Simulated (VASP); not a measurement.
# LaFe5H2 (Cmmm) in VASP: a series of runs

The runs below take LaFe5H2 through single point, with PBE.

Program: VASP 6.6.1. These are calculated values, not measurements. Logs are shortened: lines on timing, memory, paths and dates and some standing lists are left out, and cuts for length are marked.

## Step 1: The cell of the first run

Symmetry: Cmmm, No. 65, orthorhombic system. Conventional cell: a = 5.266 Å, b = 9.181 Å, c = 4.232 Å, α = 90.00°, β = 90.00°, γ = 90.00°. La (site symmetry mmm) has 4 H at 2.45 Å and 6 Fe at 3.03 to 3.09 Å within 3.2 Å. Fe (site symmetry mmm) has 8 Fe at 2.59 to 2.65 Å and 6 H at 2.90 to 3.36 Å and 4 La at 3.38 Å within 3.4 Å. Within 3.4 Å of Fe (site symmetry m2m) lie 9 Fe at 2.59 to 3.08 Å and 6 H at 2.82 to 3.39 Å and 3 La at 3.03 to 3.09 Å. Fe (site symmetry 2/m) has 2 H at 1.70 Å within 2.3 Å. H (site symmetry m2m) has 2 Fe at 1.70 Å within 2.3 Å.

## Step 2: Single point, PBE, collinear spin, ferromagnetic start

File INCAR:

```
SYSTEM = LaFe5H2
PREC     = Accurate       ! precision mode
ENCUT    = 600            ! plane-wave cutoff, eV
EDIFF    = 1E-6           ! SCF threshold, eV
ISMEAR   = -1             ! smearing method
SIGMA    = 0.05           ! smearing width, eV
LREAL    = .FALSE.        ! projectors in reciprocal space
LASPH    = .TRUE.         ! aspherical terms in the spheres
NELM     = 200            ! most SCF steps
ALGO     = Normal         ! electronic algorithm
ISIF     = 2              ! what is computed and relaxed
LWAVE    = .FALSE.        ! write WAVECAR
LCHARG   = .FALSE.        ! write CHGCAR
ISPIN    = 2              ! spin polarisation
MAGMOM   = 0 3 3 3 3 3 0 0 ! initial moments
LORBIT   = 11             ! projections on sites
LMAXMIX  = 6              ! l up to which the mixer works
GGA      = PE             ! functional
NBANDS   = 40             ! bands
GGA_COMPAT= .FALSE.
```

File KPOINTS:

```
Automatic mesh
0
G
  6 6 7
  0 0 0
```

File POSCAR:

```
LaFe5H2
1.0
    2.6330595541     -4.5903016705      0.0000000000
    2.6330595541      4.5903016705      0.0000000000
    0.0000000000      0.0000000000      4.2318652938
La Fe H
1 5 2
Direct
    0.0000000000      0.0000000000      0.0000000000
    0.5000000000      0.5000000000      0.5000000000
    0.3367460000      0.6632540000      0.0000000000
    0.6632540000      0.3367460000      0.0000000000
    0.0000000000      0.5000000000      0.5000000000
    0.5000000000      0.0000000000      0.5000000000
    0.8665220000      0.1334780000      0.5000000000
    0.1334780000      0.8665220000      0.5000000000
```

Potentials or basis: VASP PAW PBE potentials, release 64 (La, Fe, H).

Command:

```bash
> cat potpaw_PBE.64/La/POTCAR potpaw_PBE.64/Fe/POTCAR potpaw_PBE.64/H/POTCAR > POTCAR
> mpirun -np 1 vasp_std > vasp.out
```

OUTCAR:

```text
SYSTEM = LaFe5H2
   PREC = Accurate
   ENCUT = 600
   EDIFF = 1E-6
   ISMEAR = -1
   LREAL = .FALSE.
   LASPH = .TRUE.
   NELM = 200
   ISIF = 2
   ISPIN = 2
   LORBIT = 11
   GGA = PE

 ion  position               nearest neighbor table
   1  0.000  0.000  0.000-   4 3.03   3 3.03   4 3.03   3 3.03   3 3.09   4 3.09   2 3.38   2 3.38
                             2 3.38   2 3.38   6 3.39   5 3.39   5 3.39   5 3.39   6 3.39   6 3.39
   2  0.500  0.500  0.500-   3 2.59   4 2.59   3 2.59   4 2.59   5 2.65   6 2.65   6 2.65   5 2.65
                             1 3.38   1 3.38   1 3.38   1 3.38
   3  0.337  0.663  0.000-   2 2.59   2 2.59   6 2.62   5 2.62   5 2.62   6 2.62   4 3.00   1 3.03
                             1 3.03   4 3.08   4 3.08   1 3.09
   4  0.663  0.337  0.000-   2 2.59   2 2.59   6 2.62   5 2.62   5 2.62   6 2.62   3 3.00   1 3.03
                             1 3.03   3 3.08   3 3.08   1 3.09
   5  0.000  0.500  0.500-   7 1.70   8 1.70   3 2.62   4 2.62   3 2.62   4 2.62   6 2.63   6 2.63
                             2 2.65   2 2.65   1 3.39   1 3.39   1 3.39   1 3.39
   6  0.500  0.000  0.500-   7 1.70   8 1.70   3 2.62   4 2.62   3 2.62   4 2.62   5 2.63   5 2.63
                             2 2.65   2 2.65   1 3.39   1 3.39   1 3.39   1 3.39
   7  0.867  0.133  0.500-   5 1.70   6 1.70
   8  0.133  0.867  0.500-   5 1.70   6 1.70

  LATTYP: Found a base centered orthorhombic cell.
 ALAT       =     5.2661191082
 B/A-ratio  =     1.7433337819
 C/A-ratio  =     0.8036022746

  Lattice vectors:

 A1 = (   2.6330595541,  -4.5903016705,   0.0000000000)
 A2 = (   2.6330595541,   4.5903016705,   0.0000000000)
 A3 = (   0.0000000000,   0.0000000000,   4.2318652938)

Analysis of symmetry for initial positions (statically):
=====================================================================
 Subroutine PRICEL returns:
 Original cell was already a primitive cell.

 Routine SETGRP: Setting up the symmetry group for a
 base centered orthorhombic supercell.

 Subroutine GETGRP returns: Found  8 space group operations
 (whereof  8 operations were pure point group operations)
 out of a pool of  8 trial point group operations.

The static configuration has the point symmetry D_2h.

Analysis of symmetry for dynamics (positions and initial velocities):
=====================================================================
 Subroutine PRICEL returns:
 Original cell was already a primitive cell.

 Routine SETGRP: Setting up the symmetry group for a
 base centered orthorhombic supercell.

 Subroutine GETGRP returns: Found  8 space group operations
 (whereof  8 operations were pure point group operations)
 out of a pool of  8 trial point group operations.

The dynamic configuration has the point symmetry D_2h.

Analysis of structural, dynamic, and magnetic symmetry:
=====================================================================
 Subroutine PRICEL returns:
 Original cell was already a primitive cell.

 Routine SETGRP: Setting up the symmetry group for a
 base centered orthorhombic supercell.

 Subroutine GETGRP returns: Found  8 space group operations
 (whereof  8 operations were pure point group operations)
 out of a pool of  8 trial point group operations.

The overall configuration has the point symmetry D_2h.

 Subroutine INISYM returns: Found  8 space group operations
 (whereof  8 operations are pure point group operations),
 and found     1 'primitive' translations

----------------------------------------------------------------------------------------

                                     Primitive cell

  volume of cell :     102.2972

  direct lattice vectors                    reciprocal lattice vectors
     2.633059554 -4.590301670  0.000000000     0.189893160 -0.108925303  0.000000000
     2.633059554  4.590301670  0.000000000     0.189893160  0.108925303  0.000000000
     0.000000000  0.000000000  4.231865294     0.000000000  0.000000000  0.236302418

  length of vectors
     5.291868483  5.291868483  4.231865294     0.218915815  0.218915815  0.236302418

  position of ions in fractional coordinates (direct lattice)
[... 80 lines left out ...]
   NGXF,Y,Z  is equivalent  to a cutoff of  26.39, 26.39, 28.28 a.u.
 SYSTEM =  LaFe5H2
   PREC   = accura    normal or accurate (medium, high low for compatibility)
   ISTART =      0    job   : 0-new  1-cont  2-samecut
   ICHARG =      2    charge: 1-file 2-atom 10-const
   ISPIN  =      2    spin polarized calculation?
   LNONCOLLINEAR =      F non collinear calculations
   LSORBIT =      F    spin-orbit coupling
   LASPH  =      T    aspherical Exc in radial PAW
   ENCUT  =  600.0 eV  44.10 Ry    6.64 a.u.  10.57 10.57  8.45*2*pi/ulx,y,z
   NELM   =    200;   NELMIN=  2; NELMDL= -5     # of ELM steps
   EDIFF  = 0.1E-05   stopping-criterion for ELM
   LREAL  =      F    real-space projection
   EDIFFG = 0.1E-04   stopping-criterion for IOM
   NSW    =      0    number of steps for IOM
   IBRION =     -1    ionic relax: 0-MD 1-quasi-New 2-CG
   NFREE  =      0    steps in history (QN), initial steepest desc. (CG)
   ISIF   =      2    stress and relaxation
   ISYM   =      2    0-nonsym 1-usesym 2-fastsym
   POTIM  = 0.5000    time-step for ionic-motion
   TEBEG  =    0.0;   TEEND  =   0.0 temperature during run
   PSTRESS=    0.0 pullay stress
   NELECT =      53.0000    total number of electrons
   NUPDOWN=      -1.0000    fix difference up-down
   EMIN   =  10.00;   EMAX   =-10.00  energy-range for DOS
   EFERMI =   0.00;   METHOD = LEGACY
   ISMEAR =    -1;   SIGMA  =   0.05  broadening in eV -4-tet -1-fermi 0-gaus
   EFERMI_NEDOS =   21; number of points for ismear=-14 and -15
   IALGO  =     38    algorithm
   IMIX   =      4    mixing-type and parameters
     AMIX     =   0.40;   BMIX     =  1.00
     AMIX_MAG =   1.60;   BMIX_MAG =  1.00
  volume/ion in A,a.u.               =      12.79        86.29
  Fermi-wavevector in a.u.,A,eV,Ry     =   1.314858  2.484721 23.522456  1.728852
  Thomas-Fermi vector in A             =   2.445081
   LORBIT       =     11    0 simple, 1 ext, 2 COOP (PROOUT), +10 PAW based schemes
   GGA     = PE    functional components
   LHFCALC =     F    Hartree Fock is set to
   AEXX    =    0.0000 exact exchange contribution
   IVDW    =     0    specifies the selected vdW correction
   LEPSILON=     F    determine dielectric tensor
   LRPA    =     F    only Hartree local field effects (RPA)
 spin polarized calculation
  energy-cutoff  :      600.00
  volume of cell :      102.30
 maximum number of plane-waves:      3445
   NGX = 21   NGY = 21   NGZ = 17

 number of electron      53.0000012 magnetization       9.7472690

 number of electron      53.0000012 magnetization      11.4443110

 Free energy of the ion-electron system (eV)
  ---------------------------------------------------
  ext. energy  EPLUGINS =         0.00000000
  ---------------------------------------------------
  free energy    TOTEN  =       -53.05499522 eV

  energy without entropy =      -53.01764751  energy(sigma->0) =      -53.03632136

 E-fermi :   5.9351     XC(G=0): -11.6094

 val. band max:        5.9329430672   @ k =  -0.3333   0.1667   0.1429
 cond. band min:       5.9424385102   @ k =   0.3333  -0.0000   0.4286
 fundamental gap:      0.0094954430
 Fermi energy:         5.9350685778

 spin component 1

 k-point     1 :       0.0000    0.0000    0.0000
  band No.  band energies     occupation
      1     -25.8530      1.00000
      2      -9.7693      1.00000
      3      -9.6873      1.00000
      4      -9.5644      1.00000
      5      -2.2770      1.00000
      6       0.5639      1.00000
[... 973 lines left out ...]
     37       8.5559      0.00000
     38       8.7594      0.00000

 [... further k-points ...]

 spin component 2

 k-point     1 :       0.0000    0.0000    0.0000
  band No.  band energies     occupation
      1     -25.9504      1.00000
      2      -9.9353      1.00000
      3      -9.8772      1.00000
      4      -9.7061      1.00000
      5      -2.1539      1.00000
      6       1.1209      1.00000
[... 973 lines left out ...]
     37       8.8936      0.00000
     38       9.0174      0.00000

 [... further k-points ...]

 [bands above 38 left out]

------------------------ aborting loop because EDIFF is reached ----------------------------------------

  FORCE on cell =-STRESS in cart. coord.  units (eV):
  Direction    XX          YY          ZZ          XY          YZ          ZX
  --------------------------------------------------------------------------------------
  -------------------------------------------------------------------------------------
  Total       -4.1666410     -4.0347686     -4.6349479      0.0000000      0.0000000      0.0000000
  in kB      -65.2578752    -63.1924908    -72.5924905      0.0000000      0.0000000      0.0000000
  external PRESSURE =     -67.0142855 kB  Pullay stress =       0.0000000 kB

 VOLUME and BASIS-vectors are now :
 -----------------------------------------------------------------------------
  energy-cutoff  :      600.00
  volume of cell :      102.30
      direct lattice vectors                 reciprocal lattice vectors
     2.633059554 -4.590301670  0.000000000     0.189893160 -0.108925303  0.000000000
     2.633059554  4.590301670  0.000000000     0.189893160  0.108925303  0.000000000
     0.000000000  0.000000000  4.231865294     0.000000000  0.000000000  0.236302418

 POSITION                                       TOTAL-FORCE (eV/Angst)
 -----------------------------------------------------------------------------------
      0.00000      0.00000      0.00000         0.000000      0.000000     -0.000000
      2.63306      0.00000      2.11593        -0.000000      0.000000     -0.000000
      2.63306      1.49877      0.00000         0.000000     -0.001933      0.000000
      2.63306     -1.49877      0.00000         0.000000      0.001933     -0.000000
      1.31653      2.29515      2.11593         0.000000      0.000000     -0.000000
      1.31653     -2.29515      2.11593         0.000000     -0.000000     -0.000000
      2.63306     -3.36489      2.11593         0.000000      0.120385     -0.000000
      2.63306      3.36489      2.11593         0.000000     -0.120385     -0.000000
 -----------------------------------------------------------------------------------
    total drift:                               -0.000000     -0.000000      0.000000

  FREE ENERGIE OF THE ION-ELECTRON SYSTEM (eV)
  ---------------------------------------------------
  free  energy   TOTEN  =       -53.0549952220 eV

  energy  without entropy=      -53.0176475063  energy(sigma->0) =      -53.03632136

 total charge

# of ion       s       p       d       f       tot
--------------------------------------------------
    1        2.033   5.640   0.780   0.163   8.616
    2        0.459   0.388   6.118   0.000   6.964
    3        0.463   0.368   6.147   0.000   6.978
    4        0.463   0.368   6.147   0.000   6.978
    5        0.441   0.496   6.230   0.000   7.168
    6        0.441   0.496   6.230   0.000   7.168
    7        0.550   0.021   0.000   0.000   0.571
    8        0.550   0.021   0.000   0.000   0.571
--------------------------------------------------
tot          5.401   7.798  31.652   0.163  45.014

 magnetization (x)

# of ion       s       p       d       f       tot
--------------------------------------------------
    1       -0.011  -0.008  -0.169  -0.031  -0.218
    2       -0.002  -0.044   2.667   0.000   2.620
    3        0.003  -0.053   2.670   0.000   2.620
    4        0.003  -0.053   2.670   0.000   2.620
    5       -0.010  -0.033   2.127   0.000   2.085
    6       -0.010  -0.033   2.127   0.000   2.085
    7       -0.014   0.000   0.000   0.000  -0.013
    8       -0.014   0.000   0.000   0.000  -0.013
--------------------------------------------------
tot         -0.053  -0.224  12.092  -0.031  11.784
```

Wall time 7.8 min (1 thread of Intel Xeon 6975P-C (Granite Rapids), shared host); peak memory 0.59 GiB.

Results:

- Free energy: -53.0550 eV
- Pressure: -6.7 GPa
- Largest force: 0.120 eV/Å
- Net moment: 11.44 μB per cell
- Site moments: La -0.22; Fe +2.62, +2.08 (each value once); H -0.01 μB
- Valence electrons inside the program's atomic spheres: La 8.62; Fe 6.96, 6.98, 7.17 (each value once); H 0.57

Forces on the atoms (eV/Å):
```
La   0.000  0.000  0.000
Fe   0.000  0.000  0.000
Fe   0.000 -0.002  0.000
Fe   0.000  0.002  0.000
Fe   0.000  0.000  0.000
Fe   0.000  0.000  0.000
H    0.000  0.120  0.000
H    0.000 -0.120  0.000
```

Stress tensor (GPa, compression positive):
```
-6.53  0.00  0.00
 0.00 -6.32  0.00
 0.00  0.00 -7.26
```

Caveat: the cell stands under tension; spin-orbit coupling is left out, which moves the levels of the heavy elements.

[end of part 1 of 2]
